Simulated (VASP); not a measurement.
A run of VASP 6.6.1 is set up as follows.

File INCAR:

```
ALGO     = Normal         # electronic algorithm
EDIFF    = 1E-6           # SCF threshold, eV
ENCUT    = 520            # plane-wave cutoff, eV
GGA      = PE             # functional
ISIF     = 2              # what is computed and relaxed
ISMEAR   = 0              # smearing method
LASPH    = T              # aspherical terms in the spheres
LCHARG   = F              # write CHGCAR
LREAL    = F              # projectors in reciprocal space
LWAVE    = F              # write WAVECAR
NBANDS   = 18             # bands
NELM     = 80             # most SCF steps
PREC     = Accurate       # precision mode
SIGMA    = 0.1            # smearing width, eV
```

KPOINTS

```
k-points
0
Gamma
  6 6 6
```

The input POSCAR:

```
B3Se2
1.0
    1.5520486931      0.8960757308      7.7567611852
   -1.5520486931      0.8960757308      7.7567611852
    0.0000000000     -1.7921514615      7.7567611852
B Se
3 2
Direct
    0.0000000000      0.0000000000      0.0000000000
    0.1667705096      0.1667705096      0.1667705096
    0.8332294904      0.8332294904      0.8332294904
    0.3912121357      0.3912121357      0.3912121357
    0.6087878643      0.6087878643      0.6087878643
```

Potentials or basis: VASP PAW PBE potentials, release 64 (B, Se).

The run is started by

```bash
$ cat potpaw_PBE.64/B/POTCAR potpaw_PBE.64/Se/POTCAR > POTCAR
$ mpirun -np 1 vasp_std > vasp.out
```

(1) What does it give for the pressure?

(2) What does it give for the band gap on the k mesh?

Answers

(1) 0.0 GPa.

(2) zero (an odd number of electrons rules out a gap without spin polarisation).

Caveat: the k points lie up to 0.39 Å⁻¹ apart, too coarse for converged energies and pressures of a metal; an odd number of electrons without spin polarisation forces a metal; a magnetic or distorted state may lie lower.
